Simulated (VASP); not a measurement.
# C (P6_3/mmc) in VASP: notebook, part 2 of 2

VASP 6.6.1. The steps go on from the part before.

### 3 Relaxation of shape and atoms at fixed volume, PBE+D3(BJ) (volume scaled by 0.98)

The input, INCAR:

```
SYSTEM = C
  PREC = Accurate
  ENCUT = 600
  EDIFF = 1E-6
  ISMEAR = -1
  SIGMA = 0.15
  LREAL = .False.
  LASPH = .True.
  NELM = 80
  ALGO = Normal
  ISIF = 4
  LWAVE = .False.
  LCHARG = .False.
  GGA = PE
  IVDW = 12
  IBRION = 2
  NSW = 80
  EDIFFG = -0.001
```

The input, KPOINTS:

```
regular mesh
0
Gamma
  18 18 6
  0 0 0
```

The input, POSCAR:

```
C
1.0
    2.4484356806      0.0000000000      0.0000000000
   -1.2242178403      2.1204074990      0.0000000000
    0.0000000000      0.0000000000      6.6932070958
C
4
Direct
    0.0000000000      0.0000000000      0.0025000000
    0.0000000000      0.0000000000      0.5025000000
    0.3333333333      0.6666666667      0.0025000000
    0.6666666667      0.3333333333      0.5025000000
```

Potentials or basis: VASP PAW PBE potentials, release 64 (C).

The run is started by

```bash
$ cat potpaw_PBE.64/C/POTCAR > POTCAR
$ mpirun -np 1 vasp_std > vasp.out
```

OUTCAR:

```text
SYSTEM = C
   PREC = Accurate
   ENCUT = 600
   EDIFF = 1E-6
   ISMEAR = -1
   LREAL = .False.
   LASPH = .True.
   NELM = 80
   ISIF = 4
   GGA = PE
   IVDW = 12
   IBRION = 2
   NSW = 80
   EDIFFG = -0.001
 IVDW          = 12

 ion  position               nearest neighbor table
   1  0.000  0.000  0.002-   3 1.41   3 1.41   3 1.41
   2  0.000  0.000  0.502-   4 1.41   4 1.41   4 1.41
   3  0.333  0.667  0.002-   1 1.41   1 1.41   1 1.41
   4  0.667  0.333  0.502-   2 1.41   2 1.41   2 1.41

  LATTYP: Found a hexagonal cell.
 ALAT       =     2.4484356806
 C/A-ratio  =     2.7336667035

  Lattice vectors:

 A1 = (   2.4484356806,   0.0000000000,   0.0000000000)
 A2 = (  -1.2242178403,   2.1204074990,   0.0000000000)
 A3 = (   0.0000000000,   0.0000000000,   6.6932070958)

Analysis of symmetry for initial positions (statically):
=====================================================================
 Subroutine PRICEL returns:
 Original cell was already a primitive cell.

 Routine SETGRP: Setting up the symmetry group for a
 hexagonal supercell.

 Subroutine GETGRP returns: Found 24 space group operations
 (whereof  6 operations were pure point group operations)
 out of a pool of 24 trial point group operations.

The static configuration has the point symmetry C_3v.
 The point group associated with its full space group is D_6h.

Analysis of symmetry for dynamics (positions and initial velocities):
=====================================================================
 Subroutine PRICEL returns:
 Original cell was already a primitive cell.

 Routine SETGRP: Setting up the symmetry group for a
 hexagonal supercell.

 Subroutine GETGRP returns: Found 24 space group operations
 (whereof  6 operations were pure point group operations)
 out of a pool of 24 trial point group operations.

The dynamic configuration has the point symmetry C_3v.
 The point group associated with its full space group is D_6h.

 Subroutine INISYM returns: Found 24 space group operations
 (whereof  6 operations are pure point group operations),
[... 113 lines left out ...]
   EMIN   =  10.00;   EMAX   =-10.00  energy-range for DOS
   EFERMI =   0.00;   METHOD = LEGACY
   ISMEAR =    -1;   SIGMA  =   0.15  broadening in eV -4-tet -1-fermi 0-gaus
   EFERMI_NEDOS =   21; number of points for ismear=-14 and -15
   IALGO  =     38    algorithm
   IMIX   =      4    mixing-type and parameters
     AMIX     =   0.40;   BMIX     =  1.00
     AMIX_MAG =   1.60;   BMIX_MAG =  1.00
  volume/ion in A,a.u.               =       8.69        58.62
  Fermi-wavevector in a.u.,A,eV,Ry     =   1.264156  2.388909 21.743346  1.598091
  Thomas-Fermi vector in A             =   2.397476
   LORBIT       =      0    0 simple, 1 ext, 2 COOP (PROOUT), +10 PAW based schemes
   GGA     = PE    functional components
   LHFCALC =     F    Hartree Fock is set to
   AEXX    =    0.0000 exact exchange contribution
   IVDW    =    12    specifies the selected vdW correction
   LEPSILON=     F    determine dielectric tensor
   LRPA    =     F    only Hartree local field effects (RPA)
 conjugate gradient relaxation of ions
 non-spin polarized calculation
  energy-cutoff  :      600.00
  volume of cell :       34.75
 maximum number of plane-waves:      1184
 NGX is ok and might be reduce to    20
   NGX =  9   NGY =  9   NGZ = 27

--------------------------------------- Ionic step        1  -------------------------------------------

 number of electron      16.0000000 magnetization

 Free energy of the ion-electron system (eV)
  ---------------------------------------------------
  ext. energy  EPLUGINS =         0.00000000
  ---------------------------------------------------
  free energy    TOTEN  =       -36.83797617 eV

  energy without entropy =      -36.83289675  energy(sigma->0) =      -36.83543646

------------------------ aborting loop because EDIFF is reached ----------------------------------------

 Edisp (eV)   -0.62761

 E8    (eV) :    -0.1779
[... 75 lines left out ...]
--------------------------------------- Ionic step        3  -------------------------------------------

 number of electron      16.0000000 magnetization

 Free energy of the ion-electron system (eV)
  ---------------------------------------------------
  ext. energy  EPLUGINS =         0.00000000
  ---------------------------------------------------
  free energy    TOTEN  =       -36.84187812 eV

  energy without entropy =      -36.83663746  energy(sigma->0) =      -36.83925779

 E-fermi :   4.8255     XC(G=0): -10.4324

 val. band max:        4.8209161731   @ k =   0.3333   0.3333   0.3333
 cond. band min:       4.8310025397   @ k =   0.3333   0.3333   0.5000
 fundamental gap:      0.0100863666
 Fermi energy:         4.8254623760

 k-point     1 :       0.0000    0.0000    0.0000
  band No.  band energies     occupation
      1     -14.8549      2.00000
      2     -14.5169      2.00000
      3      -3.7666      2.00000
      4      -1.6396      2.00000
      5       1.8024      2.00000
      6       1.8024      2.00000
      7       1.8241      2.00000
      8       1.8241      2.00000
      9       9.2391      0.00000
     10      13.1428      0.00000
     11      13.1450      0.00000
     12      13.2023      0.00000
[... 331 lines left out ...]
 k-point    24 :       0.3889    0.1111    0.0000
  band No.  band energies     occupation
      1     -10.1136      2.00000
      2      -9.8786      2.00000
      3      -7.4566      2.00000
      4      -7.2735      2.00000
      5      -2.4378      2.00000
      6      -2.3494      2.00000
      7       1.6615      2.00000
      8       2.8928      1.99999
      9       6.6339      0.00001
     10       7.4891      0.00000
     11      13.2652      0.00000
     12      13.7399      0.00000

 [... further k-points ...]

------------------------ aborting loop because EDIFF is reached ----------------------------------------

 Edisp (eV)   -0.63711

 E8    (eV) :    -0.1809
[... 27 lines left out ...]
  FREE ENERGIE OF THE ION-ELECTRON SYSTEM (eV)
  ---------------------------------------------------
  free  energy   TOTEN  =       -37.4789904867 eV

  energy  without entropy=      -37.4737498306  energy(sigma->0) =      -37.47637016

 reached required accuracy - stopping structural energy minimisation
```

OSZICAR:

```text
N       E                     dE             d eps       ncg     rms          rms(c)
DAV:   1     0.518385325531E+02    0.51839E+02   -0.90618E+03  3552   0.140E+03
[... 20 lines left out ...]
       N       E                     dE             d eps       ncg     rms          rms(c)
DAV:   1    -0.368441158533E+02   -0.54882E-02   -0.99385E-02  3552   0.270E+00    0.188E-01
DAV:   2    -0.368425942105E+02    0.15216E-02   -0.21089E-03  4384   0.356E-01    0.110E-01
DAV:   3    -0.368418828793E+02    0.71133E-03   -0.21956E-03  4280   0.324E-01    0.285E-02
DAV:   4    -0.368418804957E+02    0.23836E-05   -0.90210E-05  4164   0.700E-02    0.103E-02
DAV:   5    -0.368418779235E+02    0.25722E-05   -0.87260E-06  4352   0.238E-02    0.186E-03
DAV:   6    -0.368418781200E+02   -0.19650E-06   -0.32755E-07  2668   0.463E-03
   3 F= -.37478990E+02 E0= -.37476370E+02  d E =-.134071E-01
```

Wall time 57 s (1 thread of Intel Xeon 6975P-C (Granite Rapids), shared host); peak memory 0.2 GiB.

Results:

```yaml
Free_energy: -37.4790 eV
Energy_gained_by_relaxing: 3.4 meV/atom
Ionic_steps: 3
Pressure_after_relaxing: 0.4 GPa
Band_gap_on_the_k_mesh: zero (band 8 reaches 4.82 eV, above the bottom of band 9 at 4.79 eV)
Dispersion_energy_per_atom: -0.159 eV
```

The path:
```csv
step,energy change (eV),largest force (eV/Å),pressure (GPa),volume (Å³)
1,0.0000,0.0000,6.22,34.75
2,-0.0124,0.0000,-1.10,34.75
3,-0.0134,0.0000,0.40,34.75
```

Final structure:
```xyz
4
Lattice="2.4645 0.0000 0.0000 -1.2323 2.1344 0.0000 0.0000 0.0000 6.6060" Properties=species:S:1:pos:R:3 pbc="T T T"
C     0.0000    0.0000    0.0165
C     0.0000    0.0000    3.3195
C     0.0000    1.4229    0.0165
C     1.2323    0.7115    3.3195
```

Levels at points of the mesh, in eV from the Fermi level:
| k point | band 5 | band 6 | band 7 | band 8 | band 9 | band 10 | band 11 | band 12 |
| --- | --- | --- | --- | --- | --- | --- | --- | --- |
| (0.00, 0.00, 0.00) | -3.02 | -3.02 | -3.00 | -3.00 | 4.41 | 8.32 | 8.32 | 8.38 |
| (0.50, 0.00, 0.00) | -6.43 | -6.36 | -2.82 | -2.07 | 1.51 | 2.22 | 7.18 | 7.63 |
| (0.00, 0.00, 0.50) | -3.01 | -3.01 | -3.01 | -3.01 | 7.18 | 7.18 | 8.35 | 8.35 |
| (0.50, 0.00, 0.50) | -6.40 | -6.40 | -2.37 | -2.37 | 1.64 | 1.64 | 7.40 | 7.40 |

Caveat: the cell differs from its parent crystal (volume scaled by 0.98).

### 4 Relaxation of cell and atoms, PBE+D3(BJ)

This run uses another cell than the first one, of 8.86 Å³/atom, 0.980 times its volume.

The input, INCAR:

```
ALGO = Normal ; EDIFF = 1E-7
EDIFFG = -0.001 ; ENCUT = 600
GGA = PE ; IBRION = 2
ISIF = 3 ; ISMEAR = -1
IVDW = 12 ; LASPH = True
LCHARG = False ; LREAL = False
LWAVE = False ; NELM = 80
NSW = 80 ; PREC = Accurate
SIGMA = 0.15
```

The input, KPOINTS:

```
k-points
0
Gamma
  18 18 6
```

The input, POSCAR:

```
C
1.0
    2.4649796668      0.0000000000      0.0000000000
   -1.2324898334      2.1347350113      0.0000000000
    0.0000000000      0.0000000000      6.7384328400
C
4
Direct
    0.0000000000      0.0000000000      0.0025000175
    0.0000000000      0.0000000000      0.5025000175
    0.3333333333      0.6666666667      0.0024999825
    0.6666666667      0.3333333333      0.5024999825
```

The run is started by

```bash
$ cat potpaw_PBE.64/C/POTCAR > POTCAR
$ mpirun -np 1 vasp_std > vasp.out
```

Wall time 2.3 min (1 thread of Intel Xeon 6975P-C (Granite Rapids), shared host); peak memory 0.2 GiB.

The run converged. Its results:

```yaml
Free_energy: -37.4818 eV
Relaxed_volume: 8.78 Å³/atom
Relaxed_cell: a = 2.465 Å, b = 2.465 Å, c = 6.675 Å, α = 90.00°, β = 90.00°, γ = 120.00°
Space_group_after_relaxing_to_0.05_Å: P6_3/mmc (No. 194)
Energy_gained_by_relaxing: 0.1 meV/atom
Ionic_steps: 9
Pressure_after_relaxing: 0.0 GPa
Band_gap_on_the_k_mesh: zero (band 8 reaches 4.72 eV, above the bottom of band 9 at 4.70 eV)
Dispersion_energy_per_atom: -0.157 eV
```

Step by step:
```csv
step,energy change (eV),largest force (eV/Å),pressure (GPa),volume (Å³)
1,0.0000,0.0000,0.02,35.46
2,0.0000,0.0000,-0.41,35.46
3,0.0000,0.0000,-0.25,35.46
4,-0.0001,0.0000,-0.23,35.44
5,-0.0002,0.0000,-0.15,35.36
6,-0.0003,0.0000,0.01,35.21
7,-0.0003,0.0000,0.08,35.14
8,-0.0003,0.0000,-0.26,35.13
9,-0.0003,0.0000,0.00,35.13
```

Final structure:
```yaml
crystal:
  lattice:
    - [2.46525, 0.00000, 0.00000]
    - [-1.23263, 2.13497, 0.00000]
    - [0.00000, 0.00000, 6.67517]
  atoms:
    - { symbol: C, position: [0.00000, 0.00000, 0.00250] }
    - { symbol: C, position: [0.00000, 0.00000, 0.50250] }
    - { symbol: C, position: [0.33333, 0.66667, 0.00250] }
    - { symbol: C, position: [0.66667, 0.33333, 0.50250] }
```

Levels at points of the mesh, in eV from the Fermi level:
| k point | band 4 | band 5 | band 6 | band 7 | band 8 | band 9 | band 10 | band 11 | band 12 |
| --- | --- | --- | --- | --- | --- | --- | --- | --- | --- |
| (0.00, 0.00, 0.00) | -6.52 | -3.02 | -3.02 | -3.01 | -3.01 | 4.33 | 8.31 | 8.31 | 8.37 |
| (0.50, 0.00, 0.00) | -13.17 | -6.42 | -6.37 | -2.79 | -2.08 | 1.51 | 2.19 | 7.19 | 7.60 |
| (0.00, 0.00, 0.50) | -7.63 | -3.02 | -3.02 | -3.02 | -3.02 | 7.01 | 7.01 | 8.34 | 8.34 |
| (0.50, 0.00, 0.50) | -13.22 | -6.40 | -6.40 | -2.36 | -2.36 | 1.65 | 1.65 | 7.39 | 7.39 |

### 5 Relaxation of shape and atoms at fixed volume, PBE+D3(BJ) (volume scaled by 1.02)

The input, INCAR:

```
SYSTEM = C
ALGO     = Normal         ! electronic algorithm
EDIFF    = 1E-7           ! SCF threshold, eV
EDIFFG   = -0.001         ! ionic threshold
ENCUT    = 600            ! plane-wave cutoff, eV
GGA      = PE             ! functional
IBRION   = 2              ! ionic algorithm
ISIF     = 4              ! what is computed and relaxed
ISMEAR   = -1             ! smearing method
IVDW     = 12             ! dispersion correction
LASPH    = .TRUE.         ! aspherical terms in the spheres
LCHARG   = .FALSE.        ! write CHGCAR
LREAL    = .FALSE.        ! projectors in reciprocal space
LWAVE    = .FALSE.        ! write WAVECAR
NELM     = 60             ! most SCF steps
NSW      = 80             ! ionic steps
PREC     = Accurate       ! precision mode
SIGMA    = 0.15           ! smearing width, eV
```

The input, KPOINTS:

```
k-points
0
G
  18 18 6
  0 0 0
```

The input, POSCAR:

```
C
1.0
    2.4813045112      0.0000000000      0.0000000000
   -1.2406522556      2.1488727412      0.0000000000
    0.0000000000      0.0000000000      6.7830595236
C
4
Direct
    0.0000000000      0.0000000000      0.0025000000
    0.0000000000      0.0000000000      0.5025000000
    0.3333333333      0.6666666667      0.0025000000
    0.6666666667      0.3333333333      0.5025000000
```

The run is started by

```bash
$ cat potpaw_PBE.64/C/POTCAR > POTCAR
$ mpirun -np 1 vasp_std > vasp.out
```

It took 59 s on 1 thread of Intel Xeon 6975P-C (Granite Rapids), shared host; peak memory 0.21 GiB.

Results (log left out):

| Quantity | Value |
| --- | --- |
| Free energy | -37.4812 eV |
| Energy gained by relaxing | 2.5 meV/atom |
| Ionic steps | 3 |
| Pressure after relaxing | -0.8 GPa |
| Band gap on the k mesh | zero (band 8 reaches 4.47 eV, above the bottom of band 9 at 4.45 eV) |
| Dispersion energy per atom | -0.152 eV |

The path:
| step | energy change (eV) | largest force (eV/Å) | pressure (GPa) | volume (Å³) |
| --- | --- | --- | --- | --- |
| 1 | 0.0000 | 0.0000 | -5.56 | 36.17 |
| 2 | -0.0096 | 0.0000 | 0.11 | 36.17 |
| 3 | -0.0100 | 0.0000 | -0.83 | 36.17 |

Final structure:
```yaml
crystal:
  lattice:
    - [2.46701, 0.00000, 0.00000]
    - [-1.23351, 2.13650, 0.00000]
    - [0.00000, 0.00000, 6.86188]
  atoms:
    - { symbol: C, position: [0.00000, 0.00000, 0.00250] }
    - { symbol: C, position: [0.00000, 0.00000, 0.50250] }
    - { symbol: C, position: [0.33333, 0.66667, 0.00250] }
    - { symbol: C, position: [0.66667, 0.33333, 0.50250] }
```

Levels at points of the mesh, in eV from the Fermi level:
| k point | band 5 | band 6 | band 7 | band 8 | band 9 | band 10 | band 11 | band 12 |
| --- | --- | --- | --- | --- | --- | --- | --- | --- |
| (0.00, 0.00, 0.00) | -3.03 | -3.03 | -3.01 | -3.01 | 4.11 | 8.30 | 8.30 | 8.34 |
| (0.50, 0.00, 0.00) | -6.42 | -6.37 | -2.71 | -2.10 | 1.50 | 2.12 | 7.20 | 7.54 |
| (0.00, 0.00, 0.50) | -3.02 | -3.02 | -3.02 | -3.02 | 6.58 | 6.58 | 8.32 | 8.32 |
| (0.50, 0.00, 0.50) | -6.40 | -6.40 | -2.36 | -2.36 | 1.65 | 1.65 | 7.37 | 7.37 |

Caveat: the cell differs from its parent crystal (volume scaled by 1.02).

### 6 Single point, PBE+D3(BJ)

This run uses another cell than the first one, of 8.86 Å³/atom, 0.980 times its volume.

The input, INCAR:

```
SYSTEM = C
PREC = Accurate
ENCUT = 520
EDIFF = 1E-7
ISMEAR = -1
SIGMA = 0.15
LREAL = .False.
LASPH = .True.
NELM = 80
ALGO = Normal
ISIF = 2
LWAVE = .False.
LCHARG = .False.
GGA = PE
IVDW = 12
NBANDS = 16
```

The input, KPOINTS:

```
Automatic mesh
0
Gamma
  18 18 6
  0 0 0
```

The input, POSCAR:

```
C
1.0
    2.4649796649      0.0000000000      0.0000000000
   -1.2324898325      2.1347350096      0.0000000000
    0.0000000000      0.0000000000      6.7384325448
C
4
Direct
    0.0000000000      0.0000000000      0.0025000000
    0.0000000000      0.0000000000      0.5025000000
    0.3333333333      0.6666666667      0.0025000000
    0.6666666667      0.3333333333      0.5025000000
```

Potentials or basis: VASP PAW PBE potentials, release 64 (C).

The run is started by

```bash
$ cat potpaw_PBE.64/C/POTCAR > POTCAR
$ mpirun -np 1 vasp_std > vasp.out
```

Run time: 55 s. Hardware: 1 thread of AMD EPYC 7R43 (Zen 3), shared host; peak memory 0.16 GiB.

It converged, with:

- Free energy: -37.4719 eV
- Pressure: 0.5 GPa
- Band gap on the k mesh: zero (band 8 reaches 4.64 eV, above the bottom of band 9 at 4.62 eV)
- Dispersion energy per atom: -0.156 eV

Stress tensor (GPa, compression positive):
```
 0.72  0.00  0.00
 0.00  0.72  0.00
 0.00  0.00 -0.08
```

Levels at points of the mesh, in eV from the Fermi level:
```
           k point  band 5  band 6  band 7  band 8  band 9  band 10  band 11  band 12
(0.00, 0.00, 0.00)   -3.03   -3.03   -3.01   -3.01    4.24     8.31     8.31     8.36
(0.50, 0.00, 0.00)   -6.42   -6.37   -2.76   -2.09    1.50     2.17     7.21     7.59
(0.00, 0.00, 0.50)   -3.02   -3.02   -3.02   -3.02    6.85     6.85     8.34     8.34
(0.50, 0.00, 0.50)   -6.40   -6.40   -2.37   -2.37    1.65     1.65     7.39     7.39
```

### 7 Summary

| task | cell | cutoff (eV) | gap on the mesh (eV) | pressure (GPa) | relaxed volume (Å³/atom) |
| --- | --- | --- | --- | --- | --- |
| single point | a = 2.466, b = 2.466, c = 6.867 Å, angles 90.0, 90.0, 120.0°, 4 atoms | 520 | none | -0.1 | - |
| relaxation of shape and atoms at fixed volume | relaxed from a = 2.448, b = 2.448, c = 6.693 Å, angles 90.0, 90.0, 120.0°, 4 atoms | 600 | none | 0.4 | 8.69 |
| relaxation of cell and atoms | relaxed from a = 2.465, b = 2.465, c = 6.738 Å, angles 90.0, 90.0, 120.0°, 4 atoms | 600 | none | 0.0 | 8.78 |
| relaxation of shape and atoms at fixed volume | relaxed from a = 2.481, b = 2.481, c = 6.783 Å, angles 90.0, 90.0, 120.0°, 4 atoms | 600 | none | -0.8 | - |
| single point | a = 2.465, b = 2.465, c = 6.738 Å, angles 90.0, 90.0, 120.0°, 4 atoms | 520 | none | 0.5 | - |

Alike in all rows: level PBE+D3(BJ); potentials or basis VASP PAW PBE potentials, release 64 (C); no spin polarisation; k mesh 18 × 18 × 6; smearing fermi-dirac 0.15 eV.

Absolute energies hang on the potentials; compare differences alone.
